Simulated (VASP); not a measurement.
# SnGe2 (P-3m1) in VASP: a series of runs

The runs below take SnGe2 through relaxation of shape and atoms at fixed volume, relaxation of cell and atoms, with PBE.

All numbers are computed with VASP 6.6.1; they aren't measurements. Logs are shortened: lines on timing, memory, paths and dates and some standing lists are left out, and cuts for length are marked.

### 1 The cell of the first run

The structure is trigonal, space group P-3m1 (No. 164). Conventional cell: a = 4.249 Å, b = 4.249 Å, c = 10.427 Å, α = 90.00°, β = 90.00°, γ = 120.00°. Sn (site symmetry 3m) has 3 Ge at 2.63 Å and 1 Sn at 2.84 Å within 3.5 Å. Within 3.3 Å of Ge (site symmetry 3m) lie 1 Ge at 2.47 Å and 3 Sn at 2.63 Å. Ge (site symmetry 3m) has 4 Ge at 2.47 to 2.57 Å within 3.3 Å.

### 2 Relaxation of shape and atoms at fixed volume, PBE (27.17 Å³/atom)

Input file INCAR:

```
SYSTEM = SnGe2
PREC     = Accurate       ! precision mode
ENCUT    = 600            ! plane-wave cutoff, eV
EDIFF    = 1E-6           ! SCF threshold, eV
ISMEAR   = 0              ! smearing method
SIGMA    = 0.1            ! smearing width, eV
LREAL    = .False.        ! projectors in reciprocal space
LASPH    = .True.         ! aspherical terms in the spheres
NELM     = 60             ! most SCF steps
ALGO     = Fast           ! electronic algorithm
ISIF     = 4              ! what is computed and relaxed
LWAVE    = .False.        ! write WAVECAR
LCHARG   = .False.        ! write CHGCAR
GGA      = PE             ! functional
IBRION   = 2              ! ionic algorithm
NSW      = 50             ! ionic steps
EDIFFG   = -0.01          ! ionic threshold
```

Input file KPOINTS:

```
regular mesh
0
Gamma
  12 12 4
  0 0 0
```

Input file POSCAR:

```
SnGe2
1.0
    4.2489281799      0.0000000000      0.0000000000
   -2.1244640899      3.6796797426      0.0000000000
    0.0000000000      0.0000000000     10.4271040595
Sn Ge
2 4
Direct
    0.0000000000      0.0000000000      0.8635991586
    0.0000000000      0.0000000000      0.1364008414
    0.3333333333      0.6666666667      0.7733859729
    0.6666666667      0.3333333333      0.2266140271
    0.3333333333      0.6666666667      0.5362993778
    0.6666666667      0.3333333333      0.4637006222
```

Potentials or basis: VASP PAW PBE potentials, release 64 (Sn_d, Ge_d).

On the command line:

```sh
> cat potpaw_PBE.64/Sn_d/POTCAR potpaw_PBE.64/Ge_d/POTCAR > POTCAR
> mpirun -np 1 vasp_std > vasp.out
```

OUTCAR:

```text
SYSTEM = SnGe2
   PREC = Accurate
   ENCUT = 600
   EDIFF = 1E-6
   ISMEAR = 0
   LREAL = .False.
   LASPH = .True.
   NELM = 60
   ISIF = 4
   GGA = PE
   IBRION = 2
   NSW = 50
   EDIFFG = -0.01

 ion  position               nearest neighbor table
   1  0.000  0.000  0.864-   3 2.63   3 2.63   3 2.63   2 2.84
   2  0.000  0.000  0.136-   4 2.63   4 2.63   4 2.63   1 2.84
   3  0.333  0.667  0.773-   5 2.47   1 2.63   1 2.63   1 2.63
   4  0.667  0.333  0.227-   6 2.47   2 2.63   2 2.63   2 2.63
   5  0.333  0.667  0.536-   3 2.47   6 2.57   6 2.57   6 2.57
   6  0.667  0.333  0.464-   4 2.47   5 2.57   5 2.57   5 2.57

  LATTYP: Found a hexagonal cell.
 ALAT       =     4.2489281799
 C/A-ratio  =     2.4540551447

  Lattice vectors:

 A1 = (   4.2489281799,   0.0000000000,   0.0000000000)
 A2 = (  -2.1244640899,   3.6796797426,   0.0000000000)
 A3 = (   0.0000000000,   0.0000000000,  10.4271040595)

Analysis of symmetry for initial positions (statically):
=====================================================================
 Subroutine PRICEL returns:
 Original cell was already a primitive cell.

 Routine SETGRP: Setting up the symmetry group for a
 hexagonal supercell.

 Subroutine GETGRP returns: Found 12 space group operations
 (whereof 12 operations were pure point group operations)
 out of a pool of 24 trial point group operations.

The static configuration has the point symmetry D_3d.

Analysis of symmetry for dynamics (positions and initial velocities):
=====================================================================
 Subroutine PRICEL returns:
 Original cell was already a primitive cell.

 Routine SETGRP: Setting up the symmetry group for a
 hexagonal supercell.

 Subroutine GETGRP returns: Found 12 space group operations
 (whereof 12 operations were pure point group operations)
 out of a pool of 24 trial point group operations.

The dynamic configuration has the point symmetry D_3d.

 Subroutine INISYM returns: Found 12 space group operations
 (whereof 12 operations are pure point group operations),
 and found     1 'primitive' translations

----------------------------------------------------------------------------------------

                                     Primitive cell

  volume of cell :     163.0246

  direct lattice vectors                    reciprocal lattice vectors
     4.248928180  0.000000000  0.000000000     0.235353472  0.135881390  0.000000000
    -2.124464090  3.679679743  0.000000000     0.000000000  0.271762781  0.000000000
     0.000000000  0.000000000 10.427104059     0.000000000  0.000000000  0.095903905

  length of vectors
     4.248928180  4.248928180 10.427104059     0.271762781  0.271762781  0.095903905

  position of ions in fractional coordinates (direct lattice)
     0.000000000  0.000000000  0.863599159
     0.000000000  0.000000000  0.136400841
     0.333333333  0.666666667  0.773385973
     0.666666667  0.333333333  0.226614027
     0.333333333  0.666666667  0.536299378
     0.666666667  0.333333333  0.463700622

  ion indices of the primitive-cell ions
   primitive index   ion index
                 1           1
                 2           2
                 3           3
                 4           4
                 5           5
                 6           6

----------------------------------------------------------------------------------------

 KPOINTS: regular mesh

Automatic generation of k-mesh.
 Grid dimensions read from file:
 generate k-points for:   12   12    4

 Generating k-lattice:

  Cartesian coordinates                     Fractional coordinates (reciprocal lattice)
     0.019612789  0.011323449  0.000000000     0.083333333  0.000000000  0.000000000
     0.000000000  0.022646898  0.000000000     0.000000000  0.083333333  0.000000000
     0.000000000  0.000000000  0.023975976     0.000000000  0.000000000  0.250000000

  Length of vectors
     0.022646898  0.022646898  0.023975976

  Shift w.r.t. Gamma in fractional coordinates (k-lattice)
     0.000000000  0.000000000  0.000000000
[... 37 lines left out ...]
   dimension x,y,z NGXF=    72 NGYF=   72 NGZF=  168
   ions per type =               2   4
   NGX,Y,Z   is equivalent  to a cutoff of  14.09, 14.09, 13.39 a.u.
   NGXF,Y,Z  is equivalent  to a cutoff of  28.17, 28.17, 26.79 a.u.
 SYSTEM =  SnGe2
   PREC   = accura    normal or accurate (medium, high low for compatibility)
   ISTART =      0    job   : 0-new  1-cont  2-samecut
   ICHARG =      2    charge: 1-file 2-atom 10-const
   ISPIN  =      1    spin polarized calculation?
   LNONCOLLINEAR =      F non collinear calculations
   LSORBIT =      F    spin-orbit coupling
   LASPH  =      T    aspherical Exc in radial PAW
   ENCUT  =  600.0 eV  44.10 Ry    6.64 a.u.   8.49  8.49 20.83*2*pi/ulx,y,z
   NELM   =     60;   NELMIN=  2; NELMDL= -5     # of ELM steps
   EDIFF  = 0.1E-05   stopping-criterion for ELM
   LREAL  =      F    real-space projection
   EDIFFG = -.1E-01   stopping-criterion for IOM
   NSW    =     50    number of steps for IOM
   IBRION =      2    ionic relax: 0-MD 1-quasi-New 2-CG
   NFREE  =      1    steps in history (QN), initial steepest desc. (CG)
   ISIF   =      4    stress and relaxation
   ISYM   =      2    0-nonsym 1-usesym 2-fastsym
   POTIM  = 0.5000    time-step for ionic-motion
   TEBEG  =    0.0;   TEEND  =   0.0 temperature during run
   PSTRESS=    0.0 pullay stress
   NELECT =      84.0000    total number of electrons
   NUPDOWN=      -1.0000    fix difference up-down
   EMIN   =  10.00;   EMAX   =-10.00  energy-range for DOS
   EFERMI =   0.00;   METHOD = LEGACY
   ISMEAR =     0;   SIGMA  =   0.10  broadening in eV -4-tet -1-fermi 0-gaus
   EFERMI_NEDOS =   21; number of points for ismear=-14 and -15
   IALGO  =     68    algorithm
   IMIX   =      4    mixing-type and parameters
     AMIX     =   0.40;   BMIX     =  1.00
     AMIX_MAG =   1.60;   BMIX_MAG =  1.00
  volume/ion in A,a.u.               =      27.17       183.36
  Fermi-wavevector in a.u.,A,eV,Ry     =   1.312452  2.480175 23.436460  1.722531
  Thomas-Fermi vector in A             =   2.442844
   LORBIT       =      0    0 simple, 1 ext, 2 COOP (PROOUT), +10 PAW based schemes
   GGA     = PE    functional components
   LHFCALC =     F    Hartree Fock is set to
   AEXX    =    0.0000 exact exchange contribution
   IVDW    =     0    specifies the selected vdW correction
   LEPSILON=     F    determine dielectric tensor
   LRPA    =     F    only Hartree local field effects (RPA)
 conjugate gradient relaxation of ions
 non-spin polarized calculation
 RMM-DIIS sequential band-by-band and
 Gauss-broadening in eV      SIGMA  =   0.10
  energy-cutoff  :      600.00
  volume of cell :      163.02
 maximum number of plane-waves:      5507
 NGX is ok and might be reduce to    36
   NGX = 17   NGY = 17   NGZ = 41

--------------------------------------- Ionic step        1  -------------------------------------------

 number of electron      84.0000029 magnetization

 Free energy of the ion-electron system (eV)
  ---------------------------------------------------
  ext. energy  EPLUGINS =         0.00000000
  ---------------------------------------------------
  free energy    TOTEN  =       -25.49339911 eV

  energy without entropy =      -25.49148714  energy(sigma->0) =      -25.49244312

------------------------ aborting loop because EDIFF is reached ----------------------------------------

  FORCE on cell =-STRESS in cart. coord.  units (eV):
  Direction    XX          YY          ZZ          XY          YZ          ZX
  --------------------------------------------------------------------------------------
  -------------------------------------------------------------------------------------
  Total        1.5997566      1.5997566      1.6191032      0.0000000      0.0000000     -0.0000000
  in kB       15.7221297     15.7221297     15.9122648      0.0000000      0.0000000     -0.0000000
  external PRESSURE =      15.7855081 kB  Pullay stress =       0.0000000 kB

 VOLUME and BASIS-vectors are now :
 -----------------------------------------------------------------------------
  energy-cutoff  :      600.00
  volume of cell :      163.02
      direct lattice vectors                 reciprocal lattice vectors
     4.248928180  0.000000000  0.000000000     0.235353472  0.135881390  0.000000000
    -2.124464090  3.679679743  0.000000000     0.000000000  0.271762781  0.000000000
     0.000000000  0.000000000 10.427104059     0.000000000  0.000000000  0.095903905

 POSITION                                       TOTAL-FORCE (eV/Angst)
 -----------------------------------------------------------------------------------
      0.00000      0.00000      9.00484        -0.000000     -0.000000      0.032630
      0.00000      0.00000      1.42227        -0.000000      0.000000     -0.032630
     -0.00000      2.45312      8.06418        -0.000000     -0.000000     -0.000127
      2.12446      1.22656      2.36293        -0.000000      0.000000      0.000127
     -0.00000      2.45312      5.59205        -0.000000      0.000000     -0.040396
      2.12446      1.22656      4.83505         0.000000     -0.000000      0.040396
 -----------------------------------------------------------------------------------
    total drift:                                0.000000     -0.000000      0.000000

  FREE ENERGIE OF THE ION-ELECTRON SYSTEM (eV)
  ---------------------------------------------------
  free  energy   TOTEN  =       -25.4933991127 eV

  energy  without entropy=      -25.4914871361  energy(sigma->0) =      -25.49244312

--------------------------------------- Ionic step        2  -------------------------------------------

 number of electron      84.0000030 magnetization

 Free energy of the ion-electron system (eV)
  ---------------------------------------------------
  ext. energy  EPLUGINS =         0.00000000
  ---------------------------------------------------
  free energy    TOTEN  =       -25.49356448 eV

  energy without entropy =      -25.49163208  energy(sigma->0) =      -25.49259828

 E-fermi :   5.0140     XC(G=0):  -9.3801

 val. band max:        5.0098496337   @ k =   0.0000   0.0000   0.0000
 cond. band min:       5.0150735278   @ k =   0.0833   0.0000   0.2500
 fundamental gap:      0.0052238941
 Fermi energy:         5.0140189943

 k-point     1 :       0.0000    0.0000    0.0000
  band No.  band energies     occupation
      1     -19.8632      2.00000
      2     -19.8632      2.00000
      3     -19.8283      2.00000
      4     -19.8193      2.00000
      5     -19.8193      2.00000
      6     -19.7950      2.00000
[... 1261 lines left out ...]
     49       8.7584      0.00000
     50       9.0134      0.00000

 [... further k-points ...]

------------------------ aborting loop because EDIFF is reached ----------------------------------------

  FORCE on cell =-STRESS in cart. coord.  units (eV):
  Direction    XX          YY          ZZ          XY          YZ          ZX
  --------------------------------------------------------------------------------------
  -------------------------------------------------------------------------------------
  Total        1.5807694      1.5807694      1.6108152      0.0000000      0.0000000      0.0000000
  in kB       15.5355270     15.5355270     15.8308117      0.0000000      0.0000000      0.0000000
  external PRESSURE =      15.6339552 kB  Pullay stress =       0.0000000 kB

 VOLUME and BASIS-vectors are now :
 -----------------------------------------------------------------------------
  energy-cutoff  :      600.00
  volume of cell :      163.02
      direct lattice vectors                 reciprocal lattice vectors
     4.248707877  0.000000000 -0.000000000     0.235365676  0.135888436 -0.000000000
    -2.124353938  3.679488955  0.000000000    -0.000000000  0.271776872  0.000000000
     0.000000000  0.000000000 10.428185415     0.000000000 -0.000000000  0.095893960

 POSITION                                       TOTAL-FORCE (eV/Angst)
 -----------------------------------------------------------------------------------
      2.12435      3.67949      9.00735         0.000000      0.000000      0.007962
      4.24871      0.00000      1.42084        -0.000000     -0.000000     -0.007962
     -0.00000      2.45299      8.06501        -0.000000     -0.000000     -0.006037
      2.12435      1.22650      2.36318         0.000000      0.000000      0.006037
     -0.00000      2.45299      5.59068        -0.000000      0.000000     -0.006387
      2.12435      1.22650      4.83751         0.000000     -0.000000      0.006387
 -----------------------------------------------------------------------------------
    total drift:                                0.000000     -0.000000      0.000000

  FREE ENERGIE OF THE ION-ELECTRON SYSTEM (eV)
  ---------------------------------------------------
  free  energy   TOTEN  =       -25.4935644839 eV

  energy  without entropy=      -25.4916320781  energy(sigma->0) =      -25.49259828

 reached required accuracy - stopping structural energy minimisation
```

It took 38 min on 1 thread of Oxide Virtual Turin-like, shared host; peak memory 0.67 GiB.

Results:

| Quantity | Value |
| --- | --- |
| Free energy | -25.4936 eV |
| Energy gained by relaxing | 0.0 meV/atom |
| Ionic steps | 2 |
| Pressure after relaxing | 1.6 GPa |
| Largest force after relaxing | 0.008 eV/Å |
| Band gap on the k mesh | zero (bands 42 and 43 overlap by 0.29 eV) |

Forces on the atoms (eV/Å):
```
Sn   0.000  0.000  0.008
Sn   0.000  0.000 -0.008
Ge   0.000  0.000 -0.006
Ge   0.000  0.000  0.006
Ge   0.000  0.000 -0.006
Ge   0.000  0.000  0.006
```

Step by step:
```tsv
step	energy change (eV)	largest force (eV/Å)	pressure (GPa)	volume (Å³)
1	0.0000	0.0404	1.58	163.02
2	-0.0002	0.0080	1.56	163.02
```

Final structure:
```yaml
crystal:
  lattice:
    - [4.24871, 0.00000, 0.00000]
    - [-2.12435, 3.67949, 0.00000]
    - [0.00000, 0.00000, 10.42819]
  atoms:
    - { symbol: Sn, position: [0.00000, 0.00000, 0.86375] }
    - { symbol: Sn, position: [0.00000, 0.00000, 0.13625] }
    - { symbol: Ge, position: [0.33333, 0.66667, 0.77339] }
    - { symbol: Ge, position: [0.66667, 0.33333, 0.22661] }
    - { symbol: Ge, position: [0.33333, 0.66667, 0.53611] }
    - { symbol: Ge, position: [0.66667, 0.33333, 0.46389] }
```

Levels at points of the mesh, in eV from the Fermi level:
```
           k point  band 40  band 41  band 42  band 43  band 44  band 45
(0.00, 0.00, 0.00)    -0.72    -0.09     0.00     0.12     0.12     0.75
(0.50, 0.00, 0.00)    -2.61    -1.69    -1.64     0.68     0.76     1.49
(0.00, 0.00, 0.50)    -0.37    -0.37    -0.29    -0.29     0.90     0.92
(0.50, 0.00, 0.50)    -2.19    -1.27    -1.18    -0.05     0.76     1.40
```

Caveat: semilocal functionals underestimate gaps, and a narrow one can read as zero; spin-orbit coupling is left out, which moves the levels of the heavy elements.

(Part 1 of 2 ends here.)

The gap in the log of VASP goes by the Fermi energy; the results here count the filled bands.